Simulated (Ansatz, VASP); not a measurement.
TiC: VASP beside Ansatz

```
Ti C
1.0
     0.00000    2.13060    2.13060
     2.13060    0.00000    2.13060
     2.13060    2.13060    0.00000
Ti C
1 1
Direct
  0.00000 0.00000 0.00000
  0.50000 0.50000 0.50000
```

Alike in both runs: functional LDA; k mesh 14 × 14 × 14; occupations fermi-dirac, width 0.15 eV; no spin polarisation.

Ansatz relaxed the structure, and its values are those at the end. VASP's run is a single point on that final structure, the one shown.

```csv
,VASP,Ansatz
version,VASP 6.6.1,Ansatz 0.2.0
potentials or method,"VASP PAW LDA potentials, release 64 (Ti_sv, C), cutoff 520 eV","scalar-relativistic, plane waves, PAW"
valence electrons in the cell,16,16
```

|  | VASP | Ansatz | Ansatz less VASP |
| --- | --- | --- | --- |
| gap on the k mesh at the Fermi level (eV) | none | none | - |
| pressure (GPa) | 0.7 | 0.0 | -0.71 |

Ansatz warns that its potentials were made for another functional, while VASP's fit it. LDA's correlation is that of Perdew and Zunger in VASP and of Perdew and Wang (1992) in Ansatz. A gap of «none» marks a metal or a gap that the smearing closes.
